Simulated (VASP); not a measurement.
Here is a VASP 6.6.1 calculation.

File INCAR:

```
PREC = Accurate ; ENCUT = 520
EDIFF = 1E-6 ; ISMEAR = -1
SIGMA = 0.05 ; LREAL = F
LASPH = T ; NELM = 80
ALGO = Normal ; ISIF = 2
LWAVE = F ; LCHARG = F
NBANDS = 16
```

The input KPOINTS:

```
regular mesh
0
Gamma
  11 11 6
```

File POSCAR:

```
Ir
1.0
    2.6952115654      0.0000000000      0.0000000000
   -1.3476057827      2.3341216842      0.0000000000
    0.0000000000      0.0000000000      4.3711972971
Ir
2
Direct
    0.3333333333      0.6666666667      0.2500000000
    0.6666666667      0.3333333333      0.7500000000
```

Potentials or basis: VASP PAW LDA potentials, release 64 (Ir).

The run is started by

```bash
$ cat potpaw_LDA.64/Ir/POTCAR > POTCAR
$ mpirun -np 1 vasp_std > vasp.out
```

Problem. Estimate the band gap on the k mesh.

Solution. Zero (band 9 reaches 11.98 eV, above the bottom of band 10 at 8.57 eV).

Problem. What does it give for the pressure?

Solution. 7.4 GPa.

Caveat: spin-orbit coupling is left out, which moves the levels of the heavy elements.
